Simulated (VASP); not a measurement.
Set up this calculation in VASP 6.6.1, as the native input.

| Quantity | Value |
| --- | --- |
| Task | single point |
| Functional | PBE |
| Potentials or basis | VASP PAW PBE potentials, release 64 (Si, O) |
| Cutoff | 520 eV |
| k mesh | 2 × 2 × 2 |
| Occupations | gaussian, width 0.05 eV |
| Spin | collinear spin, ferromagnetic start |
| Starting moments | [0.0, 0.0, 0.0, 0.0, 0.0, 0.0, 0.0, 0.0, 0.0, 0.0, 0.0, 0.0, 0.0, 0.0, 0.0, 0.0, 1.0] μB |
| Dipole correction | no |
| Further INCAR settings | LREAL = Auto; ALGO = Normal; EDIFF = 1e-06; NBANDS = 53 |

The structure of Si16O (a cell with a defect) lies in POSCAR:

```
Si16O
1.0
    0.0000000000      5.4300000000      5.4300000000
    5.4300000000      0.0000000000      5.4300000000
    5.4300000000      5.4300000000      0.0000000000
Si O
16 1
Direct
   -0.0216425962      0.0002834417      0.0019842648
    0.0978929116      0.1261482600      0.1320695654
   -0.0127501999      0.0038533550      0.5062004176
    0.1179390656      0.1258864953      0.6279894425
   -0.0090164754      0.5021367411      0.0048981664
    0.1114237081      0.6267871267      0.1292001363
    0.0073169212      0.5000298507      0.5051531818
    0.1267861820      0.6297592120      0.6314766671
    0.4715740433     -0.0239040684     -0.0005576423
    0.6053163277      0.0887005412      0.1244686345
    0.4927817982      0.0047612375      0.4996010605
    0.6123408322      0.1325333132      0.6280839113
    0.4768948170      0.4597276999      0.0124878677
    0.6256497775      0.6193906021      0.1735686394
    0.4999198416      0.5075764455      0.5445671164
    0.6337866975      0.6332914866      0.6565520863
    0.5482467381      0.4398739298      0.1954321643
```

One way to write it, as run:

INCAR

```
ALGO = Normal
EDIFF = 1E-6
ENCUT = 520
GGA = PE
ISIF = 2
ISMEAR = 0
ISPIN = 2
LASPH = T
LCHARG = T
LELF = T
LORBIT = 11
LREAL = Auto
LVHAR = T
LWAVE = F
MAGMOM = 0 0 0 0 0 0 0 0 0 0 0 0 0 0 0 0 1
NBANDS = 53
NELM = 150
PREC = Accurate
SIGMA = 0.05
```

KPOINTS

```
k-points
0
Gamma
  2 2 2
```

Potentials or basis: VASP PAW PBE potentials, release 64 (Si, O).

Run with:

```console
$ cat potpaw_PBE.64/Si/POTCAR potpaw_PBE.64/O/POTCAR > POTCAR
$ mpirun -np 1 vasp_std > vasp.out
```

Results of the run:

| Quantity | Value |
| --- | --- |
| Pressure | 4.3 GPa |
| Largest force | 0.060 eV/Å |
| Band gap on the k mesh | 0.49 eV |
| Net moment | 0.00 μB per cell |
| Valence electrons inside the program's atomic spheres | Si 1.69, 1.70, 1.72, 1.71, 1.68 (each value once); O 5.17 |

Caveat: the k points lie up to 0.50 Å⁻¹ apart.

Run time: 5.5 min on 1 thread of Intel(R) Xeon(R) 6975P-C (Granite Rapids), on a shared host, peak memory 0.69 GiB.
